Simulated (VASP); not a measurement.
# Ni (Fm-3m) in VASP: notebook

The runs below take Ni through single point, with LDA.

All numbers are computed with VASP 6.6.1; they aren't measurements. Logs are shortened: lines on timing, memory, paths and dates and some standing lists are left out, and cuts for length are marked.

### Step 1. The cell of the first run

It takes space group Fm-3m (No. 225, cubic). Conventional cell: a = 3.354 Å, b = 3.354 Å, c = 3.354 Å, α = 90.00°, β = 90.00°, γ = 90.00°. Within 3.1 Å of Ni (site symmetry m-3m) lie 12 Ni at 2.37 Å.

### Step 2. Single point, LDA, collinear spin, ferromagnetic start

File INCAR:

```
PREC = Accurate
ENCUT = 520
EDIFF = 1E-6
ISMEAR = 0
SIGMA = 0.15
LREAL = F
LASPH = T
NELM = 150
ALGO = Fast
ISIF = 2
LWAVE = F
LCHARG = F
ISPIN = 2
MAGMOM = 0.5
LORBIT = 11
NUPDOWN = 0.5
LMAXMIX = 4
NBANDS = 15
```

File KPOINTS:

```
regular mesh
0
Gamma
  24 24 24
```

File POSCAR:

```
Ni
1.0
    0.0000000000      1.6772043451      1.6772043451
    1.6772043451      0.0000000000      1.6772043451
    1.6772043451      1.6772043451      0.0000000000
Ni
1
Direct
    0.0000000000      0.0000000000      0.0000000000
```

Potentials or basis: VASP PAW LDA potentials, release 64 (Ni).

Started as:

```console
$ cat potpaw_LDA.64/Ni/POTCAR > POTCAR
$ mpirun -np 1 vasp_std > vasp.out
```

OUTCAR:

```text
PREC = Accurate
   ENCUT = 520
   EDIFF = 1E-6
   ISMEAR = 0
   LREAL = F
   LASPH = T
   NELM = 150
   ISIF = 2
   ISPIN = 2
   LORBIT = 11
   NUPDOWN = 0.5

 ion  position               nearest neighbor table
   1  0.000  0.000  0.000-

  LATTYP: Found a face centered cubic cell.
 ALAT       =     3.3544086902

  Lattice vectors:

 A1 = (   0.0000000000,   1.6772043451,   1.6772043451)
 A2 = (   1.6772043451,   0.0000000000,   1.6772043451)
 A3 = (   1.6772043451,   1.6772043451,   0.0000000000)

Analysis of symmetry for initial positions (statically):
=====================================================================
 Subroutine PRICEL returns:
 Original cell was already a primitive cell.

 Routine SETGRP: Setting up the symmetry group for a
 face centered cubic supercell.

 Subroutine GETGRP returns: Found 48 space group operations
 (whereof 48 operations were pure point group operations)
 out of a pool of 48 trial point group operations.

The static configuration has the point symmetry O_h .

Analysis of symmetry for dynamics (positions and initial velocities):
=====================================================================
 Subroutine PRICEL returns:
 Original cell was already a primitive cell.

 Routine SETGRP: Setting up the symmetry group for a
 face centered cubic supercell.

 Subroutine GETGRP returns: Found 48 space group operations
 (whereof 48 operations were pure point group operations)
 out of a pool of 48 trial point group operations.

The dynamic configuration has the point symmetry O_h .

Analysis of structural, dynamic, and magnetic symmetry:
=====================================================================
 Subroutine PRICEL returns:
 Original cell was already a primitive cell.

 Routine SETGRP: Setting up the symmetry group for a
 face centered cubic supercell.

 Subroutine GETGRP returns: Found 48 space group operations
 (whereof 48 operations were pure point group operations)
 out of a pool of 48 trial point group operations.

The overall configuration has the point symmetry O_h .

 Subroutine INISYM returns: Found 48 space group operations
 (whereof 48 operations are pure point group operations),
 and found     1 'primitive' translations

----------------------------------------------------------------------------------------

                                     Primitive cell

  volume of cell :       9.4360

  direct lattice vectors                    reciprocal lattice vectors
     0.000000000  1.677204345  1.677204345    -0.298115135  0.298115135  0.298115135
     1.677204345  0.000000000  1.677204345     0.298115135 -0.298115135  0.298115135
     1.677204345  1.677204345  0.000000000     0.298115135  0.298115135 -0.298115135

  length of vectors
[... 120 lines left out ...]
 number of electron      10.0000007 magnetization       0.5000001

 Free energy of the ion-electron system (eV)
  ---------------------------------------------------
  ext. energy  EPLUGINS =         0.00000000
  ---------------------------------------------------
  free energy    TOTEN  =        -6.55677473 eV

  energy without entropy =       -6.53735886  energy(sigma->0) =       -6.54706680

 E-fermi :  11.2101     XC(G=0): -14.4766

 val. band max:       11.2077427113   @ k =  -0.4167   0.0417   0.0000
 cond. band min:      11.1001111027   @ k =  -0.3333   0.0833   0.0000
 fundamental gap:     -0.1076316086
 Fermi energy:        11.0991927418

 spin component 1

 k-point     1 :       0.0000    0.0000    0.0000
  band No.  band energies     occupation
      1       1.2081      1.00000
      2       8.5219      1.00000
      3       8.5219      1.00000
      4       8.5219      1.00000
      5       9.9373      1.00000
      6       9.9373      1.00000
      7      36.1745      0.00000
      8      41.0896      0.00000
      9      41.0896      0.00000
     10      41.0896      0.00000
     11      44.6669      0.00000
     12      44.6669      0.00000
     13      44.6669      0.00000
     14      47.3930      0.00000
[... 403 lines left out ...]
      4       9.8302      1.00000
      5      10.7894      0.99826
      6      11.1575      0.29125
      7      18.8522      0.00000
      8      34.4929      0.00000
      9      37.3650      0.00000
     10      38.1697      0.00000
     11      41.9234      0.00000
     12      42.5196      0.00000
     13      48.7960      0.00000
     14      58.6278      0.00000
     15      61.3639      0.00000

 [... further k-points ...]

 spin component 2

 k-point     1 :       0.0000    0.0000    0.0000
  band No.  band energies     occupation
      1       1.2479      1.00000
      2       9.0381      1.00000
      3       9.0381      1.00000
      4       9.0381      1.00000
      5      10.4087      1.00000
      6      10.4087      1.00000
      7      36.1683      0.00000
      8      41.1250      0.00000
      9      41.1250      0.00000
     10      41.1250      0.00000
     11      44.8166      0.00000
     12      44.8166      0.00000
     13      44.8166      0.00000
     14      47.3737      0.00000
[... 403 lines left out ...]
      4      10.0420      1.00000
      5      11.3374      0.11489
      6      11.5795      0.00025
      7      19.1497      0.00000
      8      34.4905      0.00000
      9      37.4741      0.00000
     10      38.2754      0.00000
     11      42.0288      0.00000
     12      42.6254      0.00000
     13      48.9773      0.00000
     14      58.8419      0.00000
     15      61.4953      0.00000

 [... further k-points ...]
[... 5 lines left out ...]
  --------------------------------------------------------------------------------------
  -------------------------------------------------------------------------------------
  Total        1.0389329      1.0389329      1.0389329      0.0000000      0.0000000      0.0000000
  in kB      176.4046995    176.4046995    176.4046995      0.0000000      0.0000000      0.0000000
  external PRESSURE =     176.4046995 kB  Pullay stress =       0.0000000 kB

 VOLUME and BASIS-vectors are now :
 -----------------------------------------------------------------------------
  energy-cutoff  :      520.00
  volume of cell :        9.44
      direct lattice vectors                 reciprocal lattice vectors
     0.000000000  1.677204345  1.677204345    -0.298115135  0.298115135  0.298115135
     1.677204345  0.000000000  1.677204345     0.298115135 -0.298115135  0.298115135
     1.677204345  1.677204345  0.000000000     0.298115135  0.298115135 -0.298115135

 POSITION                                       TOTAL-FORCE (eV/Angst)
 -----------------------------------------------------------------------------------
      0.00000      0.00000      0.00000         0.000000      0.000000      0.000000
 -----------------------------------------------------------------------------------
    total drift:                                0.000000     -0.000000      0.000000

  FREE ENERGIE OF THE ION-ELECTRON SYSTEM (eV)
  ---------------------------------------------------
  free  energy   TOTEN  =        -6.5567747281 eV

  energy  without entropy=       -6.5373588642  energy(sigma->0) =       -6.54706680

 total charge

# of ion       s       p       d       tot
------------------------------------------
    1        0.564   0.635   8.412   9.611

 magnetization (x)

# of ion       s       p       d       tot
------------------------------------------
    1       -0.005  -0.018   0.521   0.497
```

It took 78 s on 1 thread of AMD EPYC 9R45 (Zen 5), shared host; peak memory 0.16 GiB.

Results:

```yaml
Free_energy: -6.5568 eV
Pressure: 17.6 GPa
Net_moment: 0.50 μB per cell
Site_moments: Ni +0.50 μB
Valence_electrons_inside_the_program's_atomic_spheres: Ni 9.61
```

Caveat: the total moment is fixed, so each spin has its own Fermi level.

### Step 3. Single point, LDA, collinear spin, ferromagnetic start

File INCAR:

```
SYSTEM = Ni
PREC     = Accurate       ! precision mode
ENCUT    = 520            ! plane-wave cutoff, eV
EDIFF    = 1E-6           ! SCF threshold, eV
ISMEAR   = 0              ! smearing method
SIGMA    = 0.15           ! smearing width, eV
LREAL    = .False.        ! projectors in reciprocal space
LASPH    = .True.         ! aspherical terms in the spheres
NELM     = 150            ! most SCF steps
ALGO     = Fast           ! electronic algorithm
ISIF     = 2              ! what is computed and relaxed
LWAVE    = .False.        ! write WAVECAR
LCHARG   = .False.        ! write CHGCAR
ISPIN    = 2              ! spin polarisation
MAGMOM   = 1              ! initial moments
LORBIT   = 11             ! projections on sites
NUPDOWN  = 1.0            ! fixed moment
LMAXMIX  = 4              ! l up to which the mixer works
GGA      = CA             ! functional
NBANDS   = 15             ! bands
```

File KPOINTS:

```
Automatic mesh
0
Gamma
  24 24 24
  0 0 0
```

POSCAR is that of step 2.

Potentials or basis: VASP PAW LDA potentials, release 64 (Ni).

Started as:

```console
$ cat potpaw_LDA.64/Ni/POTCAR > POTCAR
$ mpirun -np 1 vasp_std > vasp.out
```

OUTCAR:

```text
SYSTEM = Ni
   PREC = Accurate
   ENCUT = 520
   EDIFF = 1E-6
   ISMEAR = 0
   LREAL = .False.
   LASPH = .True.
   NELM = 150
   ISIF = 2
   ISPIN = 2
   LORBIT = 11
   NUPDOWN = 1.0
   GGA = CA

 ion  position               nearest neighbor table
   1  0.000  0.000  0.000-

  LATTYP: Found a face centered cubic cell.
 ALAT       =     3.3544086902

  Lattice vectors:

 A1 = (   0.0000000000,   1.6772043451,   1.6772043451)
 A2 = (   1.6772043451,   0.0000000000,   1.6772043451)
 A3 = (   1.6772043451,   1.6772043451,   0.0000000000)

Analysis of symmetry for initial positions (statically):
=====================================================================
 Subroutine PRICEL returns:
 Original cell was already a primitive cell.

 Routine SETGRP: Setting up the symmetry group for a
 face centered cubic supercell.

 Subroutine GETGRP returns: Found 48 space group operations
 (whereof 48 operations were pure point group operations)
 out of a pool of 48 trial point group operations.

The static configuration has the point symmetry O_h .

Analysis of symmetry for dynamics (positions and initial velocities):
=====================================================================
 Subroutine PRICEL returns:
 Original cell was already a primitive cell.

 Routine SETGRP: Setting up the symmetry group for a
 face centered cubic supercell.

 Subroutine GETGRP returns: Found 48 space group operations
 (whereof 48 operations were pure point group operations)
 out of a pool of 48 trial point group operations.

The dynamic configuration has the point symmetry O_h .

Analysis of structural, dynamic, and magnetic symmetry:
=====================================================================
 Subroutine PRICEL returns:
 Original cell was already a primitive cell.

 Routine SETGRP: Setting up the symmetry group for a
 face centered cubic supercell.

 Subroutine GETGRP returns: Found 48 space group operations
 (whereof 48 operations were pure point group operations)
 out of a pool of 48 trial point group operations.

The overall configuration has the point symmetry O_h .
[... 152 lines left out ...]
 Fermi energy:        12.5164271939

 spin component 1

 k-point     1 :       0.0000    0.0000    0.0000
  band No.  band energies     occupation
      1       1.1375      1.00000
      2       8.1632      1.00000
      3       8.1632      1.00000
      4       8.1632      1.00000
      5       9.5528      1.00000
      6       9.5528      1.00000
      7      36.1275      0.00000
      8      41.0171      0.00000
      9      41.0171      0.00000
     10      41.0171      0.00000
     11      44.5257      0.00000
     12      44.5257      0.00000
     13      44.5257      0.00000
     14      47.3598      0.00000
[... 403 lines left out ...]
      4       9.6150      1.00000
      5      10.3871      1.00000
      6      10.8736      1.00000
      7      18.6279      0.00000
      8      34.4454      0.00000
      9      37.2508      0.00000
     10      38.0594      0.00000
     11      41.8016      0.00000
     12      42.3990      0.00000
     13      48.6121      0.00000
     14      58.4109      0.00000
     15      61.1598      0.00000

 [... further k-points ...]

 spin component 2

 k-point     1 :       0.0000    0.0000    0.0000
  band No.  band energies     occupation
      1       1.3302      1.00000
      2       9.1101      1.00000
      3       9.1101      1.00000
      4       9.1101      1.00000
      5      10.4761      1.00000
      6      10.4761      1.00000
      7      36.2464      0.00000
      8      41.2135      0.00000
      9      41.2135      0.00000
     10      41.2135      0.00000
     11      44.8931      0.00000
     12      44.8931      0.00000
     13      44.8931      0.00000
     14      47.4717      0.00000
[... 403 lines left out ...]
      4      10.1219      1.00000
      5      11.4066      0.00096
      6      11.6515      0.00000
      7      19.2255      0.00000
      8      34.5787      0.00000
      9      37.5531      0.00000
     10      38.3537      0.00000
     11      42.1104      0.00000
     12      42.7062      0.00000
     13      49.0515      0.00000
     14      58.9511      0.00000
     15      61.5795      0.00000

 [... further k-points ...]
[... 5 lines left out ...]
  --------------------------------------------------------------------------------------
  -------------------------------------------------------------------------------------
  Total        1.3617782      1.3617782      1.3617782      0.0000000     -0.0000000      0.0000000
  in kB      231.2219363    231.2219363    231.2219363      0.0000000     -0.0000000      0.0000000
  external PRESSURE =     231.2219363 kB  Pullay stress =       0.0000000 kB

 VOLUME and BASIS-vectors are now :
 -----------------------------------------------------------------------------
  energy-cutoff  :      520.00
  volume of cell :        9.44
      direct lattice vectors                 reciprocal lattice vectors
     0.000000000  1.677204345  1.677204345    -0.298115135  0.298115135  0.298115135
     1.677204345  0.000000000  1.677204345     0.298115135 -0.298115135  0.298115135
     1.677204345  1.677204345  0.000000000     0.298115135  0.298115135 -0.298115135

 POSITION                                       TOTAL-FORCE (eV/Angst)
 -----------------------------------------------------------------------------------
      0.00000      0.00000      0.00000        -0.000000     -0.000000      0.000000
 -----------------------------------------------------------------------------------
    total drift:                                0.000000     -0.000000      0.000000

  FREE ENERGIE OF THE ION-ELECTRON SYSTEM (eV)
  ---------------------------------------------------
  free  energy   TOTEN  =        -6.4064015408 eV

  energy  without entropy=       -6.3931471880  energy(sigma->0) =       -6.39977436

 total charge

# of ion       s       p       d       tot
------------------------------------------
    1        0.580   0.669   8.354   9.602

 magnetization (x)

# of ion       s       p       d       tot
------------------------------------------
    1        0.012   0.022   0.948   0.983
```

Wall time 81 s (1 thread of AMD EPYC 9R45 (Zen 5), shared host); peak memory 0.16 GiB.

What came out:

| Property | Result |
| --- | --- |
| Free energy | -6.4064 eV |
| Pressure | 23.1 GPa |
| Net moment | 1.00 μB per cell |
| Site moments | Ni +0.98 μB |
| Valence electrons inside the program's atomic spheres | Ni 9.60 |

Caveat: the total moment is fixed, so each spin has its own Fermi level.

### Step 4. Single point, LDA, collinear spin, ferromagnetic start

File INCAR:

```
PREC = Accurate
ENCUT = 520
EDIFF = 1E-7
ISMEAR = 0
SIGMA = 0.15
LREAL = False
LASPH = True
NELM = 150
ALGO = Normal
ISIF = 2
LWAVE = False
LCHARG = False
ISPIN = 2
MAGMOM = 0.875
LORBIT = 11
NUPDOWN = 0.875
LMAXMIX = 4
GGA = CA
NBANDS = 15
```

File KPOINTS:

```
regular mesh
0
Gamma
  24 24 24
```

POSCAR is that of step 3.

Started as:

```console
$ cat potpaw_LDA.64/Ni/POTCAR > POTCAR
$ mpirun -np 1 vasp_std > vasp.out
```

Run time: 74 s. Hardware: 1 thread of AMD EPYC 9R45 (Zen 5), shared host; peak memory 0.16 GiB.

The run converged. Its results:

- Free energy: -6.4834 eV
- Pressure: 21.0 GPa
- Net moment: 0.88 μB per cell
- Site moments: Ni +0.86 μB
- Valence electrons inside the program's atomic spheres: Ni 9.61

Caveat: the total moment is fixed, so each spin has its own Fermi level.

### Step 5. Summary

```tsv
fixed moment (μB)	pressure (GPa)	moment (μB)
0.5	17.6	0.50
1.0	23.1	1.00
0.875	21.0	0.88
```

Alike in all rows: task single point; level LDA; potentials or basis VASP PAW LDA potentials, release 64 (Ni); spin collinear, ferromagnetic start; cell as given; k mesh 24 × 24 × 24; cutoff (eV) 520; smearing gaussian 0.15 eV.

Caveats: the total moment is fixed, so each spin has its own Fermi level.

Total energies depend on the potentials used, so only differences within one code and one set of settings carry meaning.
